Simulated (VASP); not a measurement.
**SiO2: electric field gradients with PBEsol**

The system is SiO2.

```
Si O
1.0
    -2.38977    2.38977    3.76880
     2.38977   -2.38977    3.76880
     2.38977    2.38977   -3.76880
Si O
2 4
Direct
  0.00000 0.00000 0.00000
  0.75000 0.25000 0.50000
  0.99838 0.62500 0.87338
  0.37500 0.24838 0.37338
  0.75162 0.12500 0.12662
  0.87500 0.00162 0.62662
```

* Program: VASP 6.6.1
* Task: electric field gradients
* Functional: PBEsol
* Potentials or basis: VASP PAW PBE potentials, release 64 (Si, O)
* Cutoff: 520 eV
* k mesh: 7 × 7 × 7
* Occupations: fermi-dirac, width 0.03 eV
* Spin: no spin polarisation
* Dipole correction: no
* Further INCAR settings: ALGO = Normal; EDIFF = 1e-08; NBANDS = 25

```json
{
 "Pressure": "-1.6 GPa",
 "Largest force": "0.223 eV/Å",
 "Band gap on the k mesh": "5.84 eV",
 "Largest electric field gradient by atom": "Si -5.9; O +86.6 V/Å²"
}
```

Forces in eV/Å, atoms in the order of the input:
```
Si   0.000  0.000  0.000
Si   0.000  0.000  0.000
O    0.000 -0.223  0.000
O   -0.223  0.000  0.000
O    0.000  0.223  0.000
O    0.223  0.000  0.000
```

Stress tensor (GPa, compression positive):
```
-0.97  0.00  0.00
 0.00 -0.97  0.00
 0.00  0.00 -3.00
```

Levels at points of the mesh, in eV from the valence-band top:
| k point | band 14 | band 15 | band 16 | band 17 | band 18 | band 19 |
| --- | --- | --- | --- | --- | --- | --- |
| (0.00, 0.00, 0.00) | -1.04 | 0.00 | 0.00 | 5.84 | 8.49 | 11.03 |

Electric field gradients, principal values (V/Å²):
```
atom    least   middle  greatest (by size)
1 Si    2.956    2.957              -5.913
2 Si    2.956    2.957              -5.913
 3 O  -28.489  -58.081              86.570
 4 O  -28.489  -58.081              86.570
 5 O  -28.490  -58.076              86.566
 6 O  -28.490  -58.076              86.566
```

Wall time 3 min on 1 thread of Intel Xeon 8259CL (shared host), peak memory 0.26 GiB.

Caveat: without QUAD_EFG the Cq values of the log hold for a quadrupole moment of 1 mb, not for the nuclei; the PAW data sets were made with another functional, which shifts forces and pressure a little. A k mesh can miss the band edges.
